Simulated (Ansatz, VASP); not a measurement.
# NiO in VASP and in Ansatz

The input INCAR:

```
PREC     = Accurate       # precision mode
ENCUT    = 520            # plane-wave cutoff, eV
EDIFF    = 1E-7           # SCF threshold, eV
ISMEAR   = 0              # smearing method
SIGMA    = 0.05           # smearing width, eV
LREAL    = False          # projectors in reciprocal space
LASPH    = True           # aspherical terms in the spheres
NELM     = 150            # most SCF steps
ALGO     = Normal         # electronic algorithm
ISIF     = 2              # what is computed and relaxed
LWAVE    = False          # write WAVECAR
LCHARG   = True           # write CHGCAR
ISPIN    = 2              # spin polarisation
MAGMOM   = 0.02 -0.02 0 0 # initial moments
LORBIT   = 11             # projections on sites
LMAXMIX  = 4              # l up to which the mixer works
LDAU     = True           # DFT+U
LDAUTYPE = 2            
LDAUL    = 2 -1           # shell
LDAUU    = 7 0            # U, eV
LDAUJ    = 0 0          
LDAUPRINT= 1            
GGA      = PE             # functional
LELF     = True           # ELF
LVHAR    = True         
NBANDS   = 28             # bands
```

File KPOINTS:

```
Automatic mesh
0
Gamma
  8 8 8
```

The input POSCAR:

```
NiO
1.0
    0.0000000000      2.0913095100      2.0913095100
    2.0913095100      0.0000000000      2.0913095100
    4.1826190200      4.1826190200      0.0000000000
Ni O
2 2
Direct
    0.0000000000      0.0000000000      0.0000000000
    0.0000000000      0.0000000000      0.5000000000
    0.5000000000      0.5000000000      0.2500000000
    0.5000000000      0.5000000000      0.7500000000
```

Input for Ansatz:

```yaml
crystal:
  lattice:
    - [0.0, 2.09130951, 2.09130951]
    - [2.09130951, 0.0, 2.09130951]
    - [4.18261902, 4.18261902, 0.0]
  atoms:
    - { symbol: Ni, position: [0.0, 0.0, 0.0], spin: 0.3 }
    - { symbol: O, position: [0.5, 0.5, 0.25] }
    - { symbol: Ni, position: [0.0, 0.0, 0.5], spin: -0.3 }
    - { symbol: O, position: [0.5, 0.5, 0.75] }
basis:
  ecutwfc: 420
  ecutrho_ratio: 4
kpoints:
  mp_grid: { grid: [8, 8, 8] }
hamiltonian:
  xc: pbe
  hubbard:
    sites:
      - { site: 0, l: d, u_eff: 7.0, starting_ns: [{ spin: up, occupation_matrix: s0up }, { spin: down, occupation_matrix: s0down }] }
      - { site: 2, l: d, u_eff: 7.0, starting_ns: [{ spin: up, occupation_matrix: s2up }, { spin: down, occupation_matrix: s2down }] }
    occupation_matrices:
      s0up:
        matrix:
          - [0.97, 0.0, 0.0, 0.0, 0.0]
          - [0.0, 0.97, 0.0, 0.0, 0.0]
          - [0.0, 0.0, 0.02, 0.0, 0.0]
          - [0.0, 0.0, 0.0, 0.97, 0.0]
          - [0.0, 0.0, 0.0, 0.0, 0.97]
      s0down:
        matrix:
          - [0.97, 0.0, 0.0, 0.0, 0.0]
          - [0.0, 0.97, 0.0, 0.0, 0.0]
          - [0.0, 0.0, 0.02, 0.0, 0.0]
          - [0.0, 0.0, 0.0, 0.97, 0.0]
          - [0.0, 0.0, 0.0, 0.0, 0.97]
      s2up:
        matrix:
          - [0.97, 0.0, 0.0, 0.0, 0.0]
          - [0.0, 0.97, 0.0, 0.0, 0.0]
          - [0.0, 0.0, 0.02, 0.0, 0.0]
          - [0.0, 0.0, 0.0, 0.97, 0.0]
          - [0.0, 0.0, 0.0, 0.0, 0.97]
      s2down:
        matrix:
          - [0.97, 0.0, 0.0, 0.0, 0.0]
          - [0.0, 0.97, 0.0, 0.0, 0.0]
          - [0.0, 0.0, 0.02, 0.0, 0.0]
          - [0.0, 0.0, 0.0, 0.97, 0.0]
          - [0.0, 0.0, 0.0, 0.0, 0.97]
    ns_hold: until_converged
scf:
  occupations: { method: gaussian, width: 0.05 }
  lower_state_search: "off"
  max_iter: 150
output:
  forces: true
  stress: true
  eigenvalues: true
  populations: true
  hubbard: { sites: [{ site: 0, l: d }, { site: 2, l: d }] }
magnetization:
  spin_polarized: true
```

Alike in both runs: task single point; functional PBE; k mesh 8 × 8 × 8; occupations gaussian, width 0.05 eV; collinear spin; Hubbard terms Ni d U = 7.0 eV.

|  | VASP | Ansatz |
| --- | --- | --- |
| version | VASP 6.6.1 | Ansatz 0.2.0 |
| potentials or method | VASP PAW PBE potentials, release 64 (Ni, O), cutoff 520 eV | scalar-relativistic, plane waves, PAW |
| valence electrons in the cell | 32 | 48 |

|  | VASP | Ansatz | Ansatz less VASP |
| --- | --- | --- | --- |
| gap on the k mesh at the Fermi level (eV) | 3.47 | 1.02 | -2.445 |
| least direct gap on the mesh (eV) | 4.15 | 1.14 | -3.014 |
| pressure (GPa) | -0.7 | 23.0 | +23.68 |
| net moment per atom (μB) | 0.00 | 0.00 | 0.000 |
| size of the moment on the site where the two differ most (μB) | 1.78 | 0.02 | -1.764 |

Site moments also hang on the region over which each program counts them. The programs project onto different local orbitals, so the same U acts differently, and such runs can settle in different states. VASP's potentials hold 32 valence electrons a cell and Ansatz's 48, so a difference there can come from the potentials and not from the codes. Ansatz's warnings: magnetization residual over threshold, specified occupation not kept, symmetry narrowed by occupation matrices.
